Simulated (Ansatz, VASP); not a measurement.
AlN: VASP beside Ansatz

INCAR

```
PREC     = Accurate       # precision mode
ENCUT    = 520            # plane-wave cutoff, eV
EDIFF    = 1E-6           # SCF threshold, eV
ISMEAR   = 0              # smearing method
SIGMA    = 0.05           # smearing width, eV
LREAL    = False          # projectors in reciprocal space
LASPH    = True           # aspherical terms in the spheres
NELM     = 100            # most SCF steps
ALGO     = Normal         # electronic algorithm
ISIF     = 2              # what is computed and relaxed
LWAVE    = False          # write WAVECAR
LCHARG   = False          # write CHGCAR
GGA      = PE             # functional
NBANDS   = 26             # bands
```

File KPOINTS:

```
Automatic mesh
0
Gamma
  8 6 4
```

File POSCAR:

```
AlN
1.0
   -1.6567491617      2.8695737234      0.0000000000
    0.0000000000      0.0000000000      4.1874629526
    4.9702474850      2.8695737234      0.0000000000
Al N
4 4
Direct
    0.4062993932      0.7500000000      0.0847314305
    0.0000000000      0.7500000000      0.6666666667
    0.0000000000      0.2500000000      0.3333333333
    0.5000000000      0.2500000000      0.8333333333
    0.5000000000      0.2500000000      0.1666666667
    0.0000000000      0.2500000000      0.6666666667
    0.0000000000      0.7500000000      0.3333333333
    0.5000000000      0.7500000000      0.8333333333
```

Input for Ansatz:

```yaml
crystal:
  lattice:
    - [-1.6567491617, 2.8695737234, 0.0]
    - [0.0, 0.0, 4.1874629526]
    - [4.970247485, 2.8695737234, 0.0]
  atoms:
    - { symbol: Al, position: [0.4062993932, 0.75, 0.0847314305] }
    - { symbol: Al, position: [0.0, 0.75, 0.6666666667] }
    - { symbol: Al, position: [0.0, 0.25, 0.3333333333] }
    - { symbol: Al, position: [0.5, 0.25, 0.8333333333] }
    - { symbol: "N", position: [0.5, 0.25, 0.1666666667] }
    - { symbol: "N", position: [0.0, 0.25, 0.6666666667] }
    - { symbol: "N", position: [0.0, 0.75, 0.3333333333] }
    - { symbol: "N", position: [0.5, 0.75, 0.8333333333] }
basis:
  ecutwfc: 420
kpoints:
  mp_grid: { grid: [8, 6, 4] }
hamiltonian:
  xc: pbe
  pseudopotentials: { kind: paw, azcp: { folder: soft_1 } }
scf:
  occupations: { method: gaussian, width: 0.05 }
output:
  forces: true
  stress: true
  eigenvalues: true
```

Alike in both runs: task single point; functional PBE; k mesh 8 × 6 × 4; occupations gaussian, width 0.05 eV; no spin polarisation.

|  | VASP | Ansatz |
| --- | --- | --- |
| version | VASP 6.6.1 | Ansatz 0.2.0 |
| potentials or method | VASP PAW PBE potentials, release 64 (Al, N), cutoff 520 eV | scalar-relativistic, plane waves, PAW |
| valence electrons in the cell | 32 | 32 |

VASP gave:

```
gap on the k mesh at the Fermi level (eV)                     : 2.00
least direct gap on the mesh (eV)                             : 2.05
pressure (GPa)                                                : 13.9
traceless stress, the component that is largest in VASP (GPa) : 23.89
rms of the force components (eV/Å)                            : 5.228
```

Estimate Ansatz's values.

gap on the k mesh at the Fermi level (eV): 1.99; least direct gap on the mesh (eV): 2.05; pressure (GPa): 14.0; traceless stress, the component that is largest in VASP (GPa): 23.78; rms of the force components (eV/Å): 5.214.

Atom by atom the forces differ by 0.017 eV/Å (rms over components). The functional is the same, so the differences come from potentials, cutoffs and numerics.
